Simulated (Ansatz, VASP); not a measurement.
Two plane-wave programs on SiO2

INCAR

```
  PREC = Accurate
  ENCUT = 520
  EDIFF = 1E-7
  ISMEAR = 0
  SIGMA = 0.05
  LREAL = False
  LASPH = True
  NELM = 80
  ALGO = Normal
  ISIF = 2
  LWAVE = False
  LCHARG = False
  GGA = CA
  NBANDS = 25
```

Contents of KPOINTS:

```
Automatic mesh
0
Gamma
  6 6 8
```

File POSCAR:

```
SiO2
1.0
    4.2299000000      0.0000000000      0.0000000000
    0.0000000000      4.2299000000      0.0000000000
    0.0000000000      0.0000000000      2.8529000000
Si O
2 4
Direct
    0.5000000000      0.5000000000      0.5000000000
    0.0000000000      0.0000000000      0.0000000000
    0.6944252994      0.6944252994      0.0000000000
    0.1944252994      0.8055747006      0.5000000000
    0.3055747006      0.3055747006      0.0000000000
    0.8055747006      0.1944252994      0.5000000000
```

Input for Ansatz:

```yaml
crystal:
  lattice:
    - [4.2299, 0.0, 0.0]
    - [0.0, 4.2299, 0.0]
    - [0.0, 0.0, 2.8529]
  atoms:
    - { symbol: Si, position: [0.5, 0.5, 0.5] }
    - { symbol: Si, position: [0.0, 0.0, 0.0] }
    - { symbol: O, position: [0.6944252994, 0.6944252994, 0.0] }
    - { symbol: O, position: [0.1944252994, 0.8055747006, 0.5] }
    - { symbol: O, position: [0.3055747006, 0.3055747006, 0.0] }
    - { symbol: O, position: [0.8055747006, 0.1944252994, 0.5] }
basis:
  ecutwfc: 520.0
kpoints:
  mp_grid: { grid: [6, 6, 8] }
hamiltonian:
  xc: lda
  pseudopotentials: { kind: paw, azcp: { folder: soft_1 } }
scf:
  occupations: { method: gaussian, width: 0.05 }
output:
  forces: true
  stress: true
  eigenvalues: true
```

Alike in both runs: task single point; functional LDA; k mesh 6 × 6 × 8; occupations gaussian, width 0.05 eV; no spin polarisation.

|  | VASP | Ansatz |
| --- | --- | --- |
| version | VASP 6.6.1 | Ansatz 0.2.0 |
| potentials or method | VASP PAW LDA potentials, release 64 (Si, O), cutoff 520 eV | scalar-relativistic, plane waves, PAW |
| valence electrons in the cell | 32 | 32 |

Ansatz gave:

```
gap on the k mesh at the Fermi level (eV) : 3.82
least direct gap on the mesh (eV)         : 3.82
rms of the force components (eV/Å)        : 0.066
```

Q: What did VASP give for the same quantities?

A: gap on the k mesh at the Fermi level (eV): 3.81; least direct gap on the mesh (eV): 3.81; rms of the force components (eV/Å): 0.060.

Ansatz warns that its potentials were made for another functional, while VASP's fit it. LDA's correlation is that of Perdew and Zunger in VASP and of Perdew and Wang (1992) in Ansatz. Atom by atom the forces differ by 0.006 eV/Å (rms over components).
